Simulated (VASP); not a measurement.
Set up this calculation in VASP 6.6.1, as the native input.

```
Task                   : single point
Functional             : PBEsol
Potentials or basis    : VASP PAW PBE potentials, release 64 (W_sv)
Cutoff                 : 520 eV
k mesh                 : 8 × 5 × 4
Occupations            : fermi-dirac, width 0.1 eV
Spin                   : no spin polarisation
Dipole correction      : no
Further INCAR settings : ALGO = Normal; EDIFF = 1e-06; NBANDS = 36
```

The structure of W lies in POSCAR:

```
W
1.0
    2.8096620000      0.0000000000      0.0000000000
    0.0000000000      4.8638700000      0.0000000000
    0.0000000000      0.0000000000      4.9236950000
W
4
Direct
    0.7931720000      0.5631570000      0.2500000000
    0.2068280000      0.0631570000      0.2500000000
    0.2068280000      0.4368430000      0.7703099501
    0.7931720000      0.9368430000      0.7500000000
```

These files were run (other wordings do the same):

INCAR

```
PREC = Accurate ; ENCUT = 520
EDIFF = 1E-6 ; ISMEAR = -1
SIGMA = 0.1 ; LREAL = False
LASPH = True ; NELM = 80
ALGO = Normal ; ISIF = 2
LWAVE = False ; LCHARG = False
GGA = PS ; NBANDS = 36
```

KPOINTS

```
regular mesh
0
Gamma
  8 5 4
```

Potentials or basis: VASP PAW PBE potentials, release 64 (W_sv).

Run with:

```console
$ cat potpaw_PBE.64/W_sv/POTCAR > POTCAR
$ mpirun -np 1 vasp_std > vasp.out
```

It gave:

The pressure is -9.8 GPa, the largest force is 1.046 eV/Å and the band gap on the k mesh is zero (band 28 reaches 10.99 eV, above the bottom of band 29 at 9.80 eV).

Caveat: the PAW data sets were made with another functional, which shifts forces and pressure a little; spin-orbit coupling is left out, which moves the levels of the heavy elements.

Wall time 67 s on 1 thread of Intel(R) Xeon(R) 6975P-C (Granite Rapids) (shared host), peak memory 0.27 GiB.
